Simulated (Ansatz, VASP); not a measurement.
Mn: VASP beside Ansatz

```
Mn
1.0
     0.00000    1.73579    1.73579
     1.73579    0.00000    1.73579
     1.73579    1.73579    0.00000
Mn
1
Direct
  0.00000 0.00000 0.00000
```

Alike in both runs: task single point; functional r2SCAN; k mesh 17 × 17 × 17; occupations fermi-dirac, width 0.1 eV; no spin polarisation.

|  | VASP | Ansatz |
| --- | --- | --- |
| version | VASP 6.6.1 | Ansatz 0.2.0 |
| potentials or method | VASP PAW PBE potentials, release 64 (Mn_pv), cutoff 520 eV | plane waves (500 eV) with PAW, scalar-relativistic |
| valence electrons in the cell | 13 | 15 |

Ansatz gave:

| Quantity | Value |
| --- | --- |
| pressure (GPa) | 0.1 |

Question: Estimate VASP's values.

Answer: Pressure (GPa): 0.3.

VASP's potentials were made for PBE, not for r2SCAN. VASP's potentials hold 13 valence electrons a cell and Ansatz's 15, so a difference there can come from the potentials and not from the codes.
